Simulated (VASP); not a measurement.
Ti3Se:

```xyz
4
Lattice="3.1974 0.0000 0.0000 -1.5987 2.7691 0.0000 0.0000 0.0000 7.9427" Properties=species:S:1:pos:R:3 pbc="T T T"
Se    0.0000    0.0000    0.0000
Ti    1.5987    0.9230    3.9714
Ti    0.0000    1.8460    6.1390
Ti    0.0000    1.8460    1.8038
```

Base run:

```yaml
Program: VASP 6.6.1
Functional: PBE
Potentials_or_basis: VASP PAW PBE potentials, release 64 (Se, Ti_sv)
Cutoff: 520 eV
k_mesh: 10 × 10 × 4
Occupations: fermi-dirac, width 0.05 eV
Spin: no spin polarisation
Hubbard_terms: Ti d U = 5.0 eV
```

Its results: band gap on the k mesh zero (bands 21 and 22 overlap by 0.78 eV); pressure 8.2 GPa; largest force 0.045 eV/Å.

The run is repeated on the same cell with these changes: hubbard terms from Ti d U = 5.0 eV to Ti d U = 6.0 eV. What comes out?

Band gap on the k mesh zero (bands 21 and 22 overlap by 0.81 eV); pressure 9.9 GPa; largest force 0.071 eV/Å.

Caveats: the cell stands under pressure; U without spin polarisation on a metal has little footing.
